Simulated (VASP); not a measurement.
Write the native input for VASP 6.6.1 that does the following.

| Property | Result |
| --- | --- |
| Task | single point |
| Functional | r2SCAN |
| Potentials or basis | VASP PAW PBE potentials, release 64 (Lu) |
| Cutoff | 520 eV |
| k mesh | 10 × 10 × 6 |
| Occupations | methfessel-paxton, width 0.03 eV |
| Spin | no spin polarisation |
| Dipole correction | no |
| Further INCAR settings | ALGO = Normal; EDIFF = 1e-06; NBANDS = 32 |

Crystal: Lu.

```xyz
2
Lattice="3.5048 0.0000 0.0000 -1.7524 3.0353 0.0000 0.0000 0.0000 5.4697" Properties=species:S:1:pos:R:3 pbc="T T T"
Lu    0.0000    2.0235    1.3674
Lu    1.7524    1.0118    4.1023
```

The input as run:

POSCAR

```
Lu
1.0
    3.5048186286      0.0000000000      0.0000000000
   -1.7524093143      3.0352619680      0.0000000000
    0.0000000000      0.0000000000      5.4696750779
Lu
2
Direct
    0.3333333333      0.6666666667      0.2500000000
    0.6666666667      0.3333333333      0.7500000000
```

INCAR.step1

```
PREC     = Accurate       # precision mode
ENCUT    = 520            # plane-wave cutoff, eV
ISMEAR   = 1              # smearing method
SIGMA    = 0.03           # smearing width, eV
LREAL    = F              # projectors in reciprocal space
LASPH    = T              # aspherical terms in the spheres
NELM     = 100            # most SCF steps
NBANDS   = 32             # bands
GGA      = PE             # functional
ALGO     = Normal         # electronic algorithm
EDIFF    = 1E-4           # SCF threshold, eV
LWAVE    = T              # write WAVECAR
LCHARG   = F              # write CHGCAR
```

INCAR.step2

```
PREC     = Accurate       # precision mode
ENCUT    = 520            # plane-wave cutoff, eV
EDIFF    = 1E-6           # SCF threshold, eV
ISMEAR   = 1              # smearing method
SIGMA    = 0.03           # smearing width, eV
LREAL    = F              # projectors in reciprocal space
LASPH    = T              # aspherical terms in the spheres
NELM     = 100            # most SCF steps
ALGO     = Normal         # electronic algorithm
ISIF     = 2              # what is computed and relaxed
LWAVE    = F              # write WAVECAR
LCHARG   = F              # write CHGCAR
METAGGA  = R2SCAN         # meta-GGA
LMIXTAU  = T            
NBANDS   = 32             # bands
ISTART   = 1
```

KPOINTS

```
Automatic mesh
0
Gamma
  10 10 6
```

Potentials or basis: VASP PAW PBE potentials, release 64 (Lu).

Command:

```console
$ cat potpaw_PBE.64/Lu/POTCAR > POTCAR
$ cp INCAR.step1 INCAR
$ mpirun -np 1 vasp_std > vasp.out
$ cp INCAR.step2 INCAR
$ mpirun -np 1 vasp_std > vasp.out
```

Results of the run:

```
Pressure               : -0.1 GPa
Band gap on the k mesh : zero (bands 25 and 26 overlap by 1.99 eV)
```

Caveat: the PAW data sets were made with another functional, which shifts forces and pressure a little; spin-orbit coupling is left out, which moves the levels of the heavy elements.

Run time: 6 min on 1 thread of AMD EPYC 7R13 Processor (Zen 3), on a shared host, peak memory 0.22 GiB.
